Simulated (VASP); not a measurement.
## Zr2SiO4: single point with PBE+D3(BJ)

The system is Zr2SiO4, a slab with vacuum.

```
O Zr Si
1.0
     3.59744    0.00000    0.00000
    -1.79872    3.11548    0.00000
     0.00000    0.00000   21.37284
O Zr Si
4 2 1
Direct
  0.00000 0.00000 0.18715
  0.33333 0.66667 0.25587
  0.66667 0.33333 0.31980
  0.00000 0.00000 0.39175
  0.66667 0.33333 0.22151
  0.33333 0.66667 0.35464
  0.16667 0.66667 0.53212
```

```
Program                : VASP 6.6.1
Task                   : single point
Functional             : PBE
Dispersion             : D3(BJ)
Potentials or basis    : VASP PAW PBE potentials, release 64 (O, Zr_sv, Si)
Cutoff                 : 520 eV
k mesh                 : 9 × 9 × 1
Occupations            : gaussian, width 0.05 eV
Spin                   : collinear spin
Starting moments       : [0.0, 0.0, 0.0, 0.0, 0.0, 0.0, 2.0] μB
Dipole correction      : yes
Further INCAR settings : ALGO = Normal; EDIFF = 1e-06; NBANDS = 39; NELMDL = -8
```

| Property | Result |
| --- | --- |
| Largest force | 0.593 eV/Å |
| Net moment | 0.05 μB per cell |
| Valence electrons inside the program's atomic spheres | O 5.02, 5.12, 5.11, 5.00; Zr 9.53, 9.51; Si 1.44 |
| Dispersion energy per atom | -0.199 eV |

Forces on the atoms (eV/Å):
```
O    0.000  0.000 -0.593
O   -0.001 -0.001  0.237
O    0.001 -0.007  0.032
O    0.009 -0.025 -0.038
Zr   0.000  0.000  0.267
Zr   0.032  0.009  0.221
Si  -0.041  0.024 -0.126
```

Levels at points of the mesh, in eV from the Fermi level:
Spin up:
```tsv
k point	band 23	band 24	band 25	band 26	band 27	band 28	band 29	band 30
(0.00, 0.00, 0.00)	-3.22	-2.79	-2.78	-0.75	1.42	1.43	1.83	1.83
```
Spin down:
| k point | band 23 | band 24 | band 25 | band 26 | band 27 | band 28 | band 29 | band 30 |
| --- | --- | --- | --- | --- | --- | --- | --- | --- |
| (0.00, 0.00, 0.00) | -3.22 | -2.79 | -2.78 | -0.69 | 1.43 | 1.43 | 1.83 | 1.83 |

Wall time 30 min on 4 MPI ranks on Intel(R) Xeon(R) Platinum 8259CL CPU @ 2.50GHz (Skylake/Cascade Lake) (shared host), peak memory 0.84 GiB a rank.
